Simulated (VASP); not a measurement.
Set up this calculation in VASP 6.6.1, as the native input.

* Task: single point
* Functional: PBE
* Potentials or basis: VASP PAW PBE potentials, release 64 (Co)
* Cutoff: 600 eV
* k mesh: 18 × 18 × 6
* Occupations: gaussian, width 0.1 eV
* Spin: collinear spin, ferromagnetic start
* Starting moments: [1.86, 1.88, 1.86, 1.88] μB
* Dipole correction: no
* Further INCAR settings: ALGO = Normal; EDIFF = 1e-06; NBANDS = 30

The structure of Co lies in POSCAR:

```
Co
1.0
    2.5035696943      0.0000000000      0.0000000000
   -1.2517848472      2.1681549554      0.0000000000
    0.0000000000      0.0000000000      8.1323898977
Co
4
Direct
    0.0000000000      0.0000000000      0.0000000000
    0.3333333333      0.6666666667      0.2500000000
    0.0000000000      0.0000000000      0.5000000000
    0.6666666667      0.3333333333      0.7500000000
```

These files were run (other wordings do the same):

INCAR

```
  PREC = Accurate
  ENCUT = 600
  EDIFF = 1E-6
  ISMEAR = 0
  SIGMA = 0.1
  LREAL = F
  LASPH = T
  NELM = 200
  ALGO = Normal
  ISIF = 2
  LWAVE = F
  LCHARG = F
  ISPIN = 2
  MAGMOM = 1.86 1.88 1.86 1.88
  LORBIT = 11
  LMAXMIX = 4
  GGA = PE
  NBANDS = 30
  GGA_COMPAT = F
```

KPOINTS

```
Automatic mesh
0
Gamma
  18 18 6
```

Potentials or basis: VASP PAW PBE potentials, release 64 (Co).

Launch:

```console
$ cat potpaw_PBE.64/Co/POTCAR > POTCAR
$ mpirun -np 1 vasp_std > vasp.out
```

It gave:

The pressure is -3.6 GPa. The net moment is 6.53 μB per cell and the site moments are Co +1.65, +1.66 (each value once) μB. The valence electrons inside the program's atomic spheres are Co 8.24.

Caveat: the cell stands under tension.

Run time: 12 min on 1 thread of Oxide Virtual Turin-like Processor (shared host), peak memory 0.39 GiB.
